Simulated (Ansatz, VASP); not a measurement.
TePb in VASP and in Ansatz

INCAR

```
SYSTEM = TePb
  PREC = Accurate
  ENCUT = 520
  EDIFF = 1E-6
  ISMEAR = 0
  SIGMA = 0.05
  LREAL = .False.
  LASPH = .True.
  NELM = 60
  ALGO = Normal
  ISIF = 2
  LWAVE = .False.
  LCHARG = .False.
  GGA = PE
  NBANDS = 17
```

The input KPOINTS:

```
Automatic mesh
0
Gamma
  8 8 8
  0 0 0
```

Contents of POSCAR:

```
TePb
1.0
    0.1411812500      3.2270000000      3.2270000000
    3.3681812500      0.0000000000      3.3681812500
    3.2270000000      3.2270000000      0.1411812500
Te Pb
1 1
Direct
    0.5000000000      0.5000000000      0.5000000000
    0.0000000000      0.0000000000      0.0000000000
```

Input for Ansatz:

```yaml
crystal:
  lattice:
    - [0.14118125, 3.227, 3.227]
    - [3.36818125, 0.0, 3.36818125]
    - [3.227, 3.227, 0.14118125]
  atoms:
    - { symbol: Te, position: [0.5, 0.5, 0.5] }
    - { symbol: Pb, position: [0.0, 0.0, 0.0] }
basis:
  ecutwfc: 420
kpoints:
  mp_grid: { grid: [8, 8, 8] }
hamiltonian:
  xc: pbe
scf:
  occupations: { method: gaussian, width: 0.05 }
output:
  forces: true
  stress: true
  eigenvalues: true
  write_density: true
  write_potential: true
  elf: true
  volumetric_format: npy
```

Change from the starting cell: strain +0.0875 x Voigt [0, 0, 0, 0, 1, 0], atoms carried along.

Alike in both runs: task single point; functional PBE; k mesh 8 × 8 × 8; occupations gaussian, width 0.05 eV; no spin polarisation.

|  | VASP | Ansatz |
| --- | --- | --- |
| version | VASP 6.6.1 | Ansatz 0.2.0 |
| potentials or method | VASP PAW PBE potentials, release 64 (Te, Pb_d), cutoff 520 eV | scalar-relativistic, plane waves, PAW |
| valence electrons in the cell | 20 | 30 |

```csv
,VASP,Ansatz,Ansatz less VASP
gap on the k mesh at the Fermi level (eV),0.22,0.22,-0.004
least direct gap on the mesh (eV),0.59,0.59,-0.004
pressure (GPa),2.3,2.3,+0.06
"traceless stress, the component that is largest in VASP (GPa)",-1.25,-1.24,+0.001
```

VASP's potentials hold 20 valence electrons a cell and Ansatz's 30, so a difference there can come from the potentials and not from the codes.

Spin-orbit coupling is off throughout.
